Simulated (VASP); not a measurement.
Here is a VASP 6.6.1 calculation.

Contents of POSCAR:

```
CaO
1.0
    0.0000000000      2.2544163687      2.3975501103
    2.2544163687      0.0000000000      2.3975501103
    2.2544163687      2.2544163687      0.0000000000
Ca O
1 1
Direct
    0.0000000000      0.0000000000      0.0000000000
    0.5000000000      0.5000000000      0.5000000000
```

File INCAR.step1:

```
SYSTEM = CaO
PREC = Accurate
ENCUT = 520
EDIFF = 1E-5
ISMEAR = 0
SIGMA = 0.01
LREAL = .FALSE.
LASPH = .TRUE.
NELM = 100
ALGO = Normal
ISIF = 2
LWAVE = .TRUE.
LCHARG = .FALSE.
NBANDS = 15
GGA = PE
```

INCAR.step2

```
SYSTEM = CaO
PREC = Accurate
ENCUT = 520
EDIFF = 1E-7
ISMEAR = 0
SIGMA = 0.01
LREAL = .FALSE.
LASPH = .TRUE.
NELM = 100
ALGO = Normal
ISIF = 2
LWAVE = .FALSE.
LCHARG = .FALSE.
GGA = PE
LHFCALC = .TRUE.
HFSCREEN = 0.2079
PRECFOCK = Normal
NBANDS = 15
ISTART = 1
```

File KPOINTS:

```
regular mesh
0
G
  6 6 6
  0 0 0
```

Potentials or basis: VASP PAW PBE potentials, release 64 (Ca_sv, O).

Launch:

```console
$ cat potpaw_PBE.64/Ca_sv/POTCAR potpaw_PBE.64/O/POTCAR > POTCAR
$ cp INCAR.step1 INCAR
$ mpirun -np 1 vasp_std > vasp.out
$ cp INCAR.step2 INCAR
$ mpirun -np 1 vasp_std > vasp.out
```

Task: What does it give for the pressure?

Result: 21.4 GPa.

Task: Estimate the band gap on the k mesh.

Result: 5.12 eV, indirect (least direct gap 5.51 eV).

Stress tensor (GPa, compression positive):
```
27.39  0.00  0.00
 0.00 27.39  0.00
 0.00  0.00  9.38
```

Caveat: the cell differs from its parent crystal (biaxial xy strain -6.0%); the PAW data sets were made with another functional, which shifts forces and pressure a little. A k mesh can miss the band edges.
